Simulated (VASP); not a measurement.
Input of a VASP 6.6.1 run:

Contents of POSCAR:

```
AlGa3As4
1.0
    4.0523135674      0.0000000000      0.0000000000
    0.0000000000      8.1001683911      0.0000000000
    0.0000000000      0.0000000000      5.7204066547
Al As Ga
1 4 3
Direct
    0.0000000000      0.0000000000      0.0009494348
    0.5000000000      0.0000000000      0.2499444014
    0.0000000000      0.2498760783      0.7502315659
    0.5000000000      0.5000000000      0.2492562103
    0.0000000000      0.7501239217      0.7502315659
    0.5000000000      0.2505425198      0.5000422105
    0.0000000000      0.5000000000     -0.0006975995
    0.5000000000      0.7494574802      0.5000422105
```

File INCAR.step1:

```
PREC = Accurate
ENCUT = 520
ISMEAR = 0
SIGMA = 0.01
LREAL = False
LASPH = True
NELM = 100
NBANDS = 41
GGA = PE
ALGO = Normal
EDIFF = 1E-4
LWAVE = True
LCHARG = False
```

File INCAR.step2:

```
PREC = Accurate
ENCUT = 520
EDIFF = 1E-7
ISMEAR = 0
SIGMA = 0.01
LREAL = False
LASPH = True
NELM = 100
ALGO = Normal
ISIF = 2
LWAVE = False
LCHARG = True
METAGGA = R2SCAN
LMIXTAU = True
LELF = True
LVHAR = True
NBANDS = 41
ISTART = 1
```

The input KPOINTS:

```
regular mesh
0
Gamma
  6 4 4
```

Potentials or basis: VASP PAW PBE potentials, release 64 (Al, As, Ga_d).

Command:

```console
$ cat potpaw_PBE.64/Al/POTCAR potpaw_PBE.64/As/POTCAR potpaw_PBE.64/Ga_d/POTCAR > POTCAR
$ cp INCAR.step1 INCAR
$ mpirun -np 1 vasp_std > vasp.out
$ cp INCAR.step2 INCAR
$ mpirun -np 1 vasp_std > vasp.out
```

Problem. Estimate the band gap on the k mesh.

Solution. 1.07 eV, direct.

Problem. Predict the pressure.

Solution. -2.0 GPa.

Forces in eV/Å, atoms in the order of the input:
```
Al   0.000  0.000  0.001
As   0.000  0.000 -0.023
As   0.000 -0.016  0.010
As   0.000  0.000  0.001
As   0.000  0.016  0.010
Ga   0.000  0.004  0.001
Ga   0.000  0.000  0.000
Ga   0.000 -0.004  0.001
```

Caveat: the PAW data sets were made with another functional, which shifts forces and pressure a little. A k mesh can miss the band edges.
